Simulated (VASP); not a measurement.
# La (P6/mmm) in VASP: a series of runs

Runs on La. Level: PBE. Tasks: single point.

Everything below comes from runs of VASP 6.6.1. Logs are shortened: lines on timing, memory, paths and dates and some standing lists are left out, and cuts for length are marked.

**1. The cell of the first run**

It takes space group P6/mmm (No. 191, hexagonal). The conventional cell has a = 5.333 Å, b = 5.333 Å, c = 3.187 Å, α = 90.00°, β = 90.00°, γ = 120.00°. La (site symmetry 6/mmm) has 14 La at 3.19 to 3.47 Å within 4.2 Å. La (site symmetry -6m2) has 11 La at 3.08 to 3.47 Å within 4.1 Å.

**2. Single point, PBE**

INCAR reads:

```
SYSTEM = La
PREC = Accurate ; ENCUT = 520
EDIFF = 1E-6 ; ISMEAR = -1
SIGMA = 0.1 ; LREAL = .FALSE.
LASPH = .TRUE. ; NELM = 60
ALGO = Normal ; ISIF = 2
LWAVE = .FALSE. ; LCHARG = .FALSE.
GGA = PE ; NBANDS = 24
```

KPOINTS reads:

```
regular mesh
0
G
  7 7 10
  0 0 0
```

POSCAR reads:

```
La
1.0
    5.3325495407      0.0000000000      0.0000000000
   -2.6662747703      4.6181233692      0.0000000000
    0.0000000000      0.0000000000      3.1873419558
La
3
Direct
    0.0000000000      0.0000000000      0.0000000000
    0.3333333333      0.6666666667      0.5000000000
    0.6666666667      0.3333333333      0.5000000000
```

Potentials or basis: VASP PAW PBE potentials, release 64 (La).

Launch:

```sh
$ cat potpaw_PBE.64/La/POTCAR > POTCAR
$ mpirun -np 1 vasp_std > vasp.out
```

OUTCAR:

```text
SYSTEM = La
   PREC = Accurate
   ENCUT = 520
   EDIFF = 1E-6
   ISMEAR = -1
   LREAL = .FALSE.
   LASPH = .TRUE.
   NELM = 60
   ISIF = 2
   GGA = PE

 ion  position               nearest neighbor table
   1  0.000  0.000  0.000-   2 3.47   3 3.47   2 3.47   3 3.47   2 3.47   2 3.47   3 3.47   3 3.47
                             3 3.47   3 3.47   2 3.47   2 3.47
   2  0.333  0.667  0.500-   3 3.08   3 3.08   3 3.08   1 3.47   1 3.47   1 3.47   1 3.47   1 3.47
                             1 3.47
   3  0.667  0.333  0.500-   2 3.08   2 3.08   2 3.08   1 3.47   1 3.47   1 3.47   1 3.47   1 3.47
                             1 3.47

  LATTYP: Found a hexagonal cell.
 ALAT       =     5.3325495407
 C/A-ratio  =     0.5977144575

  Lattice vectors:

 A1 = (   5.3325495407,   0.0000000000,   0.0000000000)
 A2 = (  -2.6662747703,   4.6181233692,   0.0000000000)
 A3 = (   0.0000000000,   0.0000000000,   3.1873419558)

Analysis of symmetry for initial positions (statically):
=====================================================================
 Subroutine PRICEL returns:
 Original cell was already a primitive cell.

 Routine SETGRP: Setting up the symmetry group for a
 hexagonal supercell.

 Subroutine GETGRP returns: Found 24 space group operations
 (whereof 24 operations were pure point group operations)
 out of a pool of 24 trial point group operations.

The static configuration has the point symmetry D_6h.

Analysis of symmetry for dynamics (positions and initial velocities):
=====================================================================
 Subroutine PRICEL returns:
 Original cell was already a primitive cell.

 Routine SETGRP: Setting up the symmetry group for a
 hexagonal supercell.

 Subroutine GETGRP returns: Found 24 space group operations
 (whereof 24 operations were pure point group operations)
 out of a pool of 24 trial point group operations.

The dynamic configuration has the point symmetry D_6h.

 Subroutine INISYM returns: Found 24 space group operations
 (whereof 24 operations are pure point group operations),
 and found     1 'primitive' translations

----------------------------------------------------------------------------------------

                                     Primitive cell

  volume of cell :      78.4927

  direct lattice vectors                    reciprocal lattice vectors
     5.332549541  0.000000000  0.000000000     0.187527559  0.108269087  0.000000000
    -2.666274770  4.618123369  0.000000000     0.000000000  0.216538174  0.000000000
     0.000000000  0.000000000  3.187341956     0.000000000  0.000000000  0.313741046

  length of vectors
     5.332549541  5.332549541  3.187341956     0.216538174  0.216538174  0.313741046

  position of ions in fractional coordinates (direct lattice)
     0.000000000  0.000000000  0.000000000
     0.333333333  0.666666667  0.500000000
     0.666666667  0.333333333  0.500000000

  ion indices of the primitive-cell ions
   primitive index   ion index
                 1           1
                 2           2
                 3           3

----------------------------------------------------------------------------------------

 KPOINTS: regular mesh

Automatic generation of k-mesh.
 Grid dimensions read from file:
 generate k-points for:    7    7   10

 Generating k-lattice:

  Cartesian coordinates                     Fractional coordinates (reciprocal lattice)
     0.026789651  0.015467012  0.000000000     0.142857143  0.000000000  0.000000000
     0.000000000  0.030934025  0.000000000     0.000000000  0.142857143  0.000000000
     0.000000000  0.000000000  0.031374105     0.000000000  0.000000000  0.100000000

  Length of vectors
     0.030934025  0.030934025  0.031374105

  Shift w.r.t. Gamma in fractional coordinates (k-lattice)
     0.000000000  0.000000000  0.000000000

 Subroutine IBZKPT returns following result:
 ===========================================

 Found     48 irreducible k-points:

 Following reciprocal coordinates:
            Coordinates               Weight
  0.000000  0.000000  0.000000      1.000000
  0.142857 -0.000000  0.000000      6.000000
  0.285714 -0.000000  0.000000      6.000000
  0.428571  0.000000  0.000000      6.000000
  0.142857  0.142857  0.000000      6.000000
  0.285714  0.142857  0.000000     12.000000
[... 16 lines left out ...]
  0.428571  0.142857  0.200000     12.000000
  0.285714  0.285714  0.200000     12.000000
 [... further k-points ...]
   k-points           NKPTS =     48   k-points in BZ     NKDIM =     48   number of bands    NBANDS=     24
   number of dos      NEDOS =    301   number of ions     NIONS =      3
   total plane-waves  NPLWV =  38400
   dimension x,y,z NGX =    40 NGY =   40 NGZ =   24
   dimension x,y,z NGXF=    80 NGYF=   80 NGZF=   48
   ions per type =               3
   NGX,Y,Z   is equivalent  to a cutoff of  12.47, 12.47, 12.52 a.u.
   NGXF,Y,Z  is equivalent  to a cutoff of  24.94, 24.94, 25.04 a.u.
 SYSTEM =  La
   PREC   = accura    normal or accurate (medium, high low for compatibility)
   ISTART =      0    job   : 0-new  1-cont  2-samecut
   ICHARG =      2    charge: 1-file 2-atom 10-const
   ISPIN  =      1    spin polarized calculation?
   LNONCOLLINEAR =      F non collinear calculations
   LSORBIT =      F    spin-orbit coupling
   LASPH  =      T    aspherical Exc in radial PAW
   ENCUT  =  520.0 eV  38.22 Ry    6.18 a.u.   9.92  9.92  5.93*2*pi/ulx,y,z
   NELM   =     60;   NELMIN=  2; NELMDL= -5     # of ELM steps
   EDIFF  = 0.1E-05   stopping-criterion for ELM
   LREAL  =      F    real-space projection
   EDIFFG = 0.1E-04   stopping-criterion for IOM
   NSW    =      0    number of steps for IOM
   IBRION =     -1    ionic relax: 0-MD 1-quasi-New 2-CG
   NFREE  =      0    steps in history (QN), initial steepest desc. (CG)
   ISIF   =      2    stress and relaxation
   ISYM   =      2    0-nonsym 1-usesym 2-fastsym
   POTIM  = 0.5000    time-step for ionic-motion
   TEBEG  =    0.0;   TEEND  =   0.0 temperature during run
   PSTRESS=    0.0 pullay stress
   NELECT =      33.0000    total number of electrons
   NUPDOWN=      -1.0000    fix difference up-down
   EMIN   =  10.00;   EMAX   =-10.00  energy-range for DOS
   EFERMI =   0.00;   METHOD = LEGACY
   ISMEAR =    -1;   SIGMA  =   0.10  broadening in eV -4-tet -1-fermi 0-gaus
   EFERMI_NEDOS =   21; number of points for ismear=-14 and -15
   IALGO  =     38    algorithm
   IMIX   =      4    mixing-type and parameters
     AMIX     =   0.40;   BMIX     =  1.00
     AMIX_MAG =   1.60;   BMIX_MAG =  1.00
  volume/ion in A,a.u.               =      26.16       176.56
  Fermi-wavevector in a.u.,A,eV,Ry     =   1.226412  2.317583 20.464343  1.504087
  Thomas-Fermi vector in A             =   2.361414
   LORBIT       =      0    0 simple, 1 ext, 2 COOP (PROOUT), +10 PAW based schemes
   GGA     = PE    functional components
   LHFCALC =     F    Hartree Fock is set to
   AEXX    =    0.0000 exact exchange contribution
   IVDW    =     0    specifies the selected vdW correction
   LEPSILON=     F    determine dielectric tensor
   LRPA    =     F    only Hartree local field effects (RPA)
 non-spin polarized calculation
  energy-cutoff  :      520.00
  volume of cell :       78.49
 maximum number of plane-waves:      2134
 NGX is ok and might be reduce to    40
   NGX = 19   NGY = 19   NGZ = 11

 number of electron      32.9999997 magnetization

 Free energy of the ion-electron system (eV)
  ---------------------------------------------------
  ext. energy  EPLUGINS =         0.00000000
  ---------------------------------------------------
  free energy    TOTEN  =       -13.38383464 eV

  energy without entropy =      -13.25233982  energy(sigma->0) =      -13.31808723

 E-fermi :  11.7906     XC(G=0): -11.0797

 val. band max:       11.7880431386   @ k =   0.2857   0.2857   0.4000
 cond. band min:      11.7909035200   @ k =   0.2857   0.2857   0.0000
 fundamental gap:      0.0028603814
 Fermi energy:        11.7906368053

 k-point     1 :       0.0000    0.0000    0.0000
  band No.  band energies     occupation
      1     -21.0618      2.00000
      2     -20.2616      2.00000
      3     -20.1169      2.00000
      4      -5.6130      2.00000
      5      -5.6130      2.00000
      6      -5.0999      2.00000
[... 16 lines left out ...]
     23      14.1739      0.00000
     24      14.2021      0.00000

 k-point     2 :       0.1429   -0.0000    0.0000
  band No.  band energies     occupation
      1     -21.0166      2.00000
      2     -20.2804      2.00000
      3     -20.1537      2.00000
      4      -5.8577      2.00000
      5      -5.7418      2.00000
      6      -4.7780      2.00000
[... 16 lines left out ...]
     23      13.9424      0.00000
     24      14.1751      0.00000

 k-point     3 :       0.2857   -0.0000    0.0000
  band No.  band energies     occupation
      1     -20.8902      2.00000
      2     -20.3443      2.00000
      3     -20.2400      2.00000
      4      -6.1435      2.00000
      5      -5.6799      2.00000
      6      -4.2801      2.00000
[... 16 lines left out ...]
     23      13.9795      0.00000
     24      14.1353      0.00000

 k-point     4 :       0.4286    0.0000    0.0000
  band No.  band energies     occupation
      1     -20.7132      2.00000
      2     -20.4898      2.00000
      3     -20.2909      2.00000
      4      -6.2996      2.00000
      5      -5.2975      2.00000
      6      -4.5500      2.00000
[... 16 lines left out ...]
     23      14.2262      0.00000
     24      14.2515      0.00000

 k-point     5 :       0.1429    0.1429    0.0000
  band No.  band energies     occupation
      1     -20.9308      2.00000
      2     -20.3150      2.00000
      3     -20.2222      2.00000
      4      -5.9847      2.00000
      5      -5.8415      2.00000
      6      -4.3298      2.00000
[... 451 lines left out ...]
 k-point    22 :       0.2857    0.1429    0.2000
  band No.  band energies     occupation
      1     -20.6330      2.00000
      2     -20.2875      2.00000
      3     -20.2000      2.00000
      4      -5.9320      2.00000
      5      -5.4753      2.00000
      6      -4.6148      2.00000
[... 16 lines left out ...]
     23      13.6792      0.00000
     24      13.9428      0.00000

 k-point    23 :       0.4286    0.1429    0.2000
  band No.  band energies     occupation
      1     -20.5010      2.00000
      2     -20.3973      2.00000
      3     -20.2304      2.00000
      4      -5.9829      2.00000
      5      -5.2306      2.00000
      6      -4.9292      2.00000
[... 16 lines left out ...]
     23      13.6338      0.00000
     24      13.9054      0.00000

 k-point    24 :       0.2857    0.2857    0.2000
  band No.  band energies     occupation
      1     -20.4887      2.00000
      2     -20.3280      2.00000
      3     -20.3142      2.00000
      4      -5.8671      2.00000
      5      -5.3358      2.00000
      6      -4.9601      2.00000
[... 16 lines left out ...]
     23      13.6607      0.00000
     24      14.0415      0.00000

 [... further k-points ...]

------------------------ aborting loop because EDIFF is reached ----------------------------------------

  FORCE on cell =-STRESS in cart. coord.  units (eV):
  Direction    XX          YY          ZZ          XY          YZ          ZX
  --------------------------------------------------------------------------------------
  -------------------------------------------------------------------------------------
  Total        7.3985507      7.3985507      7.3679897      0.0000000     -0.0000000      0.0000000
  in kB      151.0178025    151.0178025    150.3939972      0.0000000     -0.0000000      0.0000000
  external PRESSURE =     150.8098674 kB  Pullay stress =       0.0000000 kB

 VOLUME and BASIS-vectors are now :
 -----------------------------------------------------------------------------
  energy-cutoff  :      520.00
  volume of cell :       78.49
      direct lattice vectors                 reciprocal lattice vectors
     5.332549541  0.000000000  0.000000000     0.187527559  0.108269087  0.000000000
    -2.666274770  4.618123369  0.000000000     0.000000000  0.216538174  0.000000000
     0.000000000  0.000000000  3.187341956     0.000000000  0.000000000  0.313741046

 POSITION                                       TOTAL-FORCE (eV/Angst)
 -----------------------------------------------------------------------------------
      0.00000      0.00000      0.00000         0.000000      0.000000      0.000000
     -0.00000      3.07875      1.59367         0.000000     -0.000000      0.000000
      2.66627      1.53937      1.59367        -0.000000      0.000000     -0.000000
 -----------------------------------------------------------------------------------
    total drift:                                0.000000     -0.000000      0.000000

  FREE ENERGIE OF THE ION-ELECTRON SYSTEM (eV)
  ---------------------------------------------------
  free  energy   TOTEN  =       -13.3838346381 eV

  energy  without entropy=      -13.2523398214  energy(sigma->0) =      -13.31808723
```

Run time: 90 s. Hardware: 1 thread of Intel Xeon 6975P-C, shared host; peak memory 0.24 GiB.

Results:

```
Free energy : -13.3838 eV
Pressure    : 15.1 GPa
```

Levels at points of the mesh, in eV from the Fermi level:
```csv
k point,band 13,band 14,band 15,band 16,band 17,band 18,band 19,band 20
"(0.00, 0.00, 0.00)",-2.50,-2.15,0.61,0.95,0.95,1.06,1.24,1.24
"(0.00, 0.00, 0.50)",-2.95,-2.95,-1.40,-1.40,0.68,1.18,1.37,1.37
```

Caveat: spin-orbit coupling is left out, which moves the levels of the heavy elements.

(Part 1 of 2 ends here.)
